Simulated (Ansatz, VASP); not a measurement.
One calculation of SnO2, two programs

```
Sn O
1.0
     1.63102    0.94167    4.96163
    -1.63102    0.94167    4.96163
     0.00000   -1.88334    4.96163
Sn O
1 2
Direct
  0.50000 0.50000 0.50000
  0.24064 0.24064 0.24064
  0.75936 0.75936 0.75936
```

Alike in both runs: task single point; functional PBE; k mesh 12 × 12 × 12; occupations gaussian, width 0.05 eV; no spin polarisation.

|  | VASP | Ansatz |
| --- | --- | --- |
| version | VASP 6.6.1 | Ansatz 0.2.0 |
| potentials or method | VASP PAW PBE potentials, release 64 (Sn_d, O), cutoff 520 eV | scalar-relativistic, plane waves, PAW |
| valence electrons in the cell | 26 | 26 |

Ansatz gave:

```
gap on the k mesh at the Fermi level (eV)                     : 1.69
least direct gap on the mesh (eV)                             : 1.71
pressure (GPa)                                                : -8.8
traceless stress, the component that is largest in VASP (GPa) : -0.95
rms of the force components (eV/Å)                            : 0.610
```

Q: What did VASP give for the same quantities?

A: gap on the k mesh at the Fermi level (eV): 1.67; least direct gap on the mesh (eV): 1.69; pressure (GPa): -8.3; traceless stress, the component that is largest in VASP (GPa): -1.20; rms of the force components (eV/Å): 0.586.

Atom by atom the forces differ by 0.024 eV/Å (rms over components). The functional is the same, so the differences come from potentials, cutoffs and numerics.
